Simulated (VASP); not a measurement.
# C (P6/mmm) in VASP: a series of runs

C is run at these levels: PBE+D3(BJ); tasks: single point.

Everything below comes from runs of VASP 6.6.1. Logs are shortened: lines on timing, memory, paths and dates and some standing lists are left out, and cuts for length are marked.

### 1 The cell of the first run

The structure is hexagonal, space group P6/mmm (No. 191). The conventional cell has a = 2.593 Å, b = 2.593 Å, c = 7.649 Å, α = 90.00°, β = 90.00°, γ = 120.00°. Within 2.0 Å of C (site symmetry -6m2) lie 3 C at 1.50 Å.

### 2 Single point, PBE+D3(BJ)

The input, INCAR:

```
ALGO = Normal
EDIFF = 1E-7
ENCUT = 520
GGA = PE
ISIF = 2
ISMEAR = 0
IVDW = 12
LASPH = True
LCHARG = False
LREAL = False
LWAVE = False
NBANDS = 11
NELM = 100
PREC = Accurate
SIGMA = 0.15
```

The input, KPOINTS:

```
k-points
0
Gamma
  24 24 6
```

The input, POSCAR:

```
C
1.0
    2.5928982582      0.0000000000      0.0000000000
   -1.2964491291      2.2455157610      0.0000000000
    0.0000000000      0.0000000000      7.6485546243
C
2
Direct
    0.3333333333      0.6666666667      0.0000000000
    0.6666666667      0.3333333333      0.0000000000
```

Potentials or basis: VASP PAW PBE potentials, release 64 (C).

Command:

```bash
> cat potpaw_PBE.64/C/POTCAR > POTCAR
> mpirun -np 1 vasp_std > vasp.out
```

OUTCAR:

```text
EDIFF = 1E-7
   ENCUT = 520
   GGA = PE
   ISIF = 2
   ISMEAR = 0
   IVDW = 12
   LASPH = True
   LREAL = False
   NELM = 100
   PREC = Accurate
 IVDW          = 12

 ion  position               nearest neighbor table
   1  0.333  0.667  0.000-   2 1.50   2 1.50   2 1.50
   2  0.667  0.333  0.000-   1 1.50   1 1.50   1 1.50

  LATTYP: Found a hexagonal cell.
 ALAT       =     2.5928982582
 C/A-ratio  =     2.9498090024

  Lattice vectors:

 A1 = (   2.5928982582,   0.0000000000,   0.0000000000)
 A2 = (  -1.2964491291,   2.2455157610,   0.0000000000)
 A3 = (   0.0000000000,   0.0000000000,   7.6485546243)

Analysis of symmetry for initial positions (statically):
=====================================================================
 Subroutine PRICEL returns:
 Original cell was already a primitive cell.

 Routine SETGRP: Setting up the symmetry group for a
 hexagonal supercell.

 Subroutine GETGRP returns: Found 24 space group operations
 (whereof 24 operations were pure point group operations)
 out of a pool of 24 trial point group operations.

The static configuration has the point symmetry D_6h.

Analysis of symmetry for dynamics (positions and initial velocities):
=====================================================================
 Subroutine PRICEL returns:
 Original cell was already a primitive cell.

 Routine SETGRP: Setting up the symmetry group for a
 hexagonal supercell.

 Subroutine GETGRP returns: Found 24 space group operations
 (whereof 24 operations were pure point group operations)
 out of a pool of 24 trial point group operations.

The dynamic configuration has the point symmetry D_6h.

 Subroutine INISYM returns: Found 24 space group operations
 (whereof 24 operations are pure point group operations),
 and found     1 'primitive' translations

----------------------------------------------------------------------------------------

                                     Primitive cell

  volume of cell :      44.5329

  direct lattice vectors                    reciprocal lattice vectors
     2.592898258  0.000000000  0.000000000     0.385668816  0.222665994  0.000000000
    -1.296449129  2.245515761  0.000000000     0.000000000  0.445331989  0.000000000
     0.000000000  0.000000000  7.648554624     0.000000000  0.000000000  0.130743657

  length of vectors
     2.592898258  2.592898258  7.648554624     0.445331989  0.445331989  0.130743657

  position of ions in fractional coordinates (direct lattice)
     0.333333333  0.666666667  0.000000000
     0.666666667  0.333333333  0.000000000

  ion indices of the primitive-cell ions
   primitive index   ion index
                 1           1
                 2           2

----------------------------------------------------------------------------------------

 KPOINTS: k-points

Automatic generation of k-mesh.
 Grid dimensions read from file:
 generate k-points for:   24   24    6

 Generating k-lattice:

  Cartesian coordinates                     Fractional coordinates (reciprocal lattice)
     0.016069534  0.009277750  0.000000000     0.041666667  0.000000000  0.000000000
     0.000000000  0.018555500  0.000000000     0.000000000  0.041666667  0.000000000
     0.000000000  0.000000000  0.021790609     0.000000000  0.000000000  0.166666667

  Length of vectors
     0.018555500  0.018555500  0.021790609

  Shift w.r.t. Gamma in fractional coordinates (k-lattice)
     0.000000000  0.000000000  0.000000000

 Subroutine IBZKPT returns following result:
 ===========================================

 Found    244 irreducible k-points:

 Following reciprocal coordinates:
            Coordinates               Weight
  0.000000  0.000000  0.000000      1.000000
  0.041667  0.000000  0.000000      6.000000
  0.083333 -0.000000  0.000000      6.000000
  0.125000 -0.000000  0.000000      6.000000
  0.166667 -0.000000  0.000000      6.000000
  0.208333 -0.000000  0.000000      6.000000
[... 16 lines left out ...]
  0.416667  0.041667  0.000000     12.000000
  0.458333  0.041667  0.000000     12.000000
 [... further k-points ...]
   k-points           NKPTS =    244   k-points in BZ     NKDIM =    244   number of bands    NBANDS=     11
   number of dos      NEDOS =    301   number of ions     NIONS =      2
   total plane-waves  NPLWV =  24000
   dimension x,y,z NGX =    20 NGY =   20 NGZ =   60
   dimension x,y,z NGXF=    40 NGYF=   40 NGZF=  120
   ions per type =               2
   NGX,Y,Z   is equivalent  to a cutoff of  12.82, 12.82, 13.04 a.u.
   NGXF,Y,Z  is equivalent  to a cutoff of  25.65, 25.65, 26.08 a.u.
 SYSTEM =  unknown system
   PREC   = accura    normal or accurate (medium, high low for compatibility)
   ISTART =      0    job   : 0-new  1-cont  2-samecut
   ICHARG =      2    charge: 1-file 2-atom 10-const
   ISPIN  =      1    spin polarized calculation?
   LNONCOLLINEAR =      F non collinear calculations
   LSORBIT =      F    spin-orbit coupling
   LASPH  =      T    aspherical Exc in radial PAW
   ENCUT  =  520.0 eV  38.22 Ry    6.18 a.u.   4.82  4.82 14.22*2*pi/ulx,y,z
   NELM   =    100;   NELMIN=  2; NELMDL= -5     # of ELM steps
   EDIFF  = 0.1E-06   stopping-criterion for ELM
   LREAL  =      F    real-space projection
   EDIFFG = 0.1E-05   stopping-criterion for IOM
   NSW    =      0    number of steps for IOM
   IBRION =     -1    ionic relax: 0-MD 1-quasi-New 2-CG
   NFREE  =      0    steps in history (QN), initial steepest desc. (CG)
   ISIF   =      2    stress and relaxation
   ISYM   =      2    0-nonsym 1-usesym 2-fastsym
   POTIM  = 0.5000    time-step for ionic-motion
   TEBEG  =    0.0;   TEEND  =   0.0 temperature during run
   PSTRESS=    0.0 pullay stress
   NELECT =       8.0000    total number of electrons
   NUPDOWN=      -1.0000    fix difference up-down
   EMIN   =  10.00;   EMAX   =-10.00  energy-range for DOS
   EFERMI =   0.00;   METHOD = LEGACY
   ISMEAR =     0;   SIGMA  =   0.15  broadening in eV -4-tet -1-fermi 0-gaus
   EFERMI_NEDOS =   21; number of points for ismear=-14 and -15
   IALGO  =     38    algorithm
   IMIX   =      4    mixing-type and parameters
     AMIX     =   0.40;   BMIX     =  1.00
     AMIX_MAG =   1.60;   BMIX_MAG =  1.00
  volume/ion in A,a.u.               =      22.27       150.26
  Fermi-wavevector in a.u.,A,eV,Ry     =   0.923729  1.745594 11.609511  0.853275
  Thomas-Fermi vector in A             =   2.049397
   LORBIT       =      0    0 simple, 1 ext, 2 COOP (PROOUT), +10 PAW based schemes
   GGA     = PE    functional components
   LHFCALC =     F    Hartree Fock is set to
   AEXX    =    0.0000 exact exchange contribution
   IVDW    =    12    specifies the selected vdW correction
   LEPSILON=     F    determine dielectric tensor
   LRPA    =     F    only Hartree local field effects (RPA)
 non-spin polarized calculation
 Gauss-broadening in eV      SIGMA  =   0.15
  energy-cutoff  :      520.00
  volume of cell :       44.53
 maximum number of plane-waves:      1223
 NGX is ok and might be reduce to    20
   NGX =  9   NGY =  9   NGZ = 29

 number of electron       8.0000000 magnetization

 Free energy of the ion-electron system (eV)
  ---------------------------------------------------
  ext. energy  EPLUGINS =         0.00000000
  ---------------------------------------------------
  free energy    TOTEN  =       -18.14466083 eV

  energy without entropy =      -18.14407313  energy(sigma->0) =      -18.14436698

 E-fermi :  -0.9277     XC(G=0):  -5.3818

 val. band max:       -0.9278080640   @ k =   0.3333   0.3333   0.3333
 cond. band min:      -0.9275517185   @ k =   0.3333   0.3333   0.1667
 fundamental gap:      0.0002563454
 Fermi energy:        -0.9276825774

 k-point     1 :       0.0000    0.0000    0.0000
  band No.  band energies     occupation
      1     -19.2726      2.00000
      2      -7.5804      2.00000
      3      -3.9996      2.00000
      4      -3.9996      2.00000
      5       2.3765      0.00000
      6       5.4695      0.00000
      7       6.4448      0.00000
      8       6.4448      0.00000
      9       7.6013      0.00000
     10       8.3501      0.00000
     11       8.7784      0.00000

 k-point     2 :       0.0417    0.0000    0.0000
  band No.  band energies     occupation
      1     -19.2352      2.00000
      2      -7.5371      2.00000
      3      -4.1618      2.00000
      4      -4.0754      2.00000
      5       2.4271      0.00000
      6       5.5174      0.00000
      7       6.4602      0.00000
      8       6.5980      0.00000
      9       7.6512      0.00000
     10       8.4379      0.00000
     11       8.6635      0.00000

 k-point     3 :       0.0833   -0.0000    0.0000
  band No.  band energies     occupation
      1     -19.1230      2.00000
      2      -7.4075      2.00000
      3      -4.6210      2.00000
      4      -4.2879      2.00000
      5       2.5789      0.00000
      6       5.6606      0.00000
      7       6.4617      0.00000
      8       7.0412      0.00000
      9       7.7999      0.00000
     10       8.3263      0.00000
     11       8.7284      0.00000

 k-point     4 :       0.1250   -0.0000    0.0000
  band No.  band energies     occupation
      1     -18.9362      2.00000
      2      -7.1925      2.00000
      3      -5.3119      2.00000
      4      -4.6000      2.00000
      5       2.8318      0.00000
      6       5.8980      0.00000
      7       6.3857      0.00000
      8       7.7339      0.00000
      9       7.7933      0.00000
     10       8.0445      0.00000
     11       9.2443      0.00000

 k-point     5 :       0.1667   -0.0000    0.0000
  band No.  band energies     occupation
      1     -18.6757      2.00000
      2      -6.8940      2.00000
      3      -6.1619      2.00000
      4      -4.9688      2.00000
      5       3.1856      0.00000
      6       6.2231      0.00000
      7       6.2288      0.00000
      8       7.1036      0.00000
      9       8.3839      0.00000
     10       8.6258      0.00000
     11       9.9439      0.00000
[... 211 lines left out ...]
 k-point    21 :       0.3333    0.0417    0.0000
  band No.  band energies     occupation
      1     -16.6032      2.00000
      2     -10.6110      2.00000
      3      -6.6234      2.00000
      4      -4.6126      2.00000
      5       2.8966      0.00000
      6       5.4826      0.00000
      7       6.0628      0.00000
      8       8.8731      0.00000
      9      11.0894      0.00000
     10      12.6753      0.00000
     11      14.0859      0.00000

 k-point    22 :       0.3750    0.0417    0.0000
  band No.  band energies     occupation
      1     -15.9784      2.00000
      2     -11.5589      2.00000
      3      -6.8333      2.00000
      4      -3.9893      2.00000
      5       1.9880      0.00000
      6       5.3491      0.00000
      7       6.9592      0.00000
      8       9.6563      0.00000
      9      11.9018      0.00000
     10      12.4439      0.00000
     11      14.1528      0.00000

 k-point    23 :       0.4167    0.0417    0.0000
  band No.  band energies     occupation
      1     -15.3256      2.00000
      2     -12.4317      2.00000
      3      -6.9759      2.00000
      4      -3.4135      2.00000
      5       1.2139      0.00000
      6       5.2559      0.00000
      7       7.9515      0.00000
      8      10.4729      0.00000
      9      11.3716      0.00000
     10      12.8064      0.00000
     11      13.3919      0.00000

 k-point    24 :       0.4583    0.0417    0.0000
  band No.  band energies     occupation
      1     -14.7598      2.00000
      2     -13.1089      2.00000
      3      -7.0478      2.00000
      4      -3.0276      2.00000
      5       0.7265      0.00000
      6       5.2084      0.00000
      7       9.0285      0.00000
      8      10.1928      0.00000
      9      11.2078      0.00000
     10      12.6839      0.00000
     11      13.6812      0.00000

 [... further k-points ...]

------------------------ aborting loop because EDIFF is reached ----------------------------------------

 Edisp (eV)   -0.17188

 E8    (eV) :    -0.0526

  FORCE on cell =-STRESS in cart. coord.  units (eV):
  Direction    XX          YY          ZZ          XY          YZ          ZX
  --------------------------------------------------------------------------------------
  -------------------------------------------------------------------------------------
  Total      -6.12771    -6.12771    -0.03206     0.00000     0.00000     0.00000
  in kB    -220.45911  -220.45911    -1.15355     0.00000     0.00000     0.00000
  external pressure =     -147.36 kB  Pullay stress =        0.00 kB

 VOLUME and BASIS-vectors are now :
 -----------------------------------------------------------------------------
  energy-cutoff  :      520.00
  volume of cell :       44.53
      direct lattice vectors                 reciprocal lattice vectors
     2.592898258  0.000000000  0.000000000     0.385668816  0.222665994  0.000000000
    -1.296449129  2.245515761  0.000000000     0.000000000  0.445331989  0.000000000
     0.000000000  0.000000000  7.648554624     0.000000000  0.000000000  0.130743657

 POSITION                                       TOTAL-FORCE (eV/Angst)
 -----------------------------------------------------------------------------------
     -0.00000      1.49701      0.00000         0.000000      0.000000     -0.000000
      1.29645      0.74851      0.00000        -0.000000      0.000000      0.000000
 -----------------------------------------------------------------------------------
    total drift:                                0.000000     -0.000000     -0.000000

  FREE ENERGIE OF THE ION-ELECTRON SYSTEM (eV)
  ---------------------------------------------------
  free  energy   TOTEN  =       -18.3165392805 eV

  energy  without entropy=      -18.3159515831  energy(sigma->0) =      -18.31624543
```

Run time: 54 s. Hardware: 1 thread of Intel Xeon Platinum 8488C (Sapphire Rapids), shared host; peak memory 0.23 GiB.

Results:

| Property | Result |
| --- | --- |
| Free energy | -18.3165 eV |
| Pressure | -14.7 GPa |
| Band gap on the k mesh | zero (filled and empty bands touch) |
| Dispersion energy per atom | -0.086 eV |

Levels at points of the mesh, in eV from the Fermi level:
```csv
k point,band 2,band 3,band 4,band 5,band 6,band 7
"(0.00, 0.00, 0.00)",-6.65,-3.07,-3.07,3.30,6.40,7.37
"(0.50, 0.00, 0.00)",-12.32,-6.00,-2.08,1.60,5.96,10.42
"(0.00, 0.00, 0.50)",-6.66,-3.07,-3.07,4.16,4.51,7.37
"(0.50, 0.00, 0.50)",-12.32,-6.00,-2.08,1.60,5.96,11.13
```

Caveat: pairwise dispersion overbinds metals, which lowers pressure and volume.

[end of part 1 of 2]
